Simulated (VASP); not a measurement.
Input of a VASP 6.6.1 run:

File INCAR:

```
PREC = Accurate ; ENCUT = 520
EDIFF = 1E-6 ; ISMEAR = -1
SIGMA = 0.08 ; LREAL = F
LASPH = T ; NELM = 100
ALGO = Normal ; ISIF = 2
LWAVE = F ; LCHARG = F
GGA = PE ; NBANDS = 11
```

KPOINTS

```
regular mesh
0
Gamma
  17 17 17
```

The input POSCAR:

```
Pd
1.0
   -1.5669764322      1.5669764322      1.5669764322
    1.5669764322     -1.5669764322      1.5669764322
    1.5669764322      1.5669764322     -1.5669764322
Pd
1
Direct
    0.0000000000      0.0000000000      0.0000000000
```

Potentials or basis: VASP PAW PBE potentials, release 64 (Pd).

The run is started by

```console
$ cat potpaw_PBE.64/Pd/POTCAR > POTCAR
$ mpirun -np 1 vasp_std > vasp.out
```

Question: Estimate the pressure.

Answer: 0.5 GPa.

Question: Estimate the band gap on the k mesh.

Answer: Zero (bands 5 and 6 overlap by 1.52 eV).
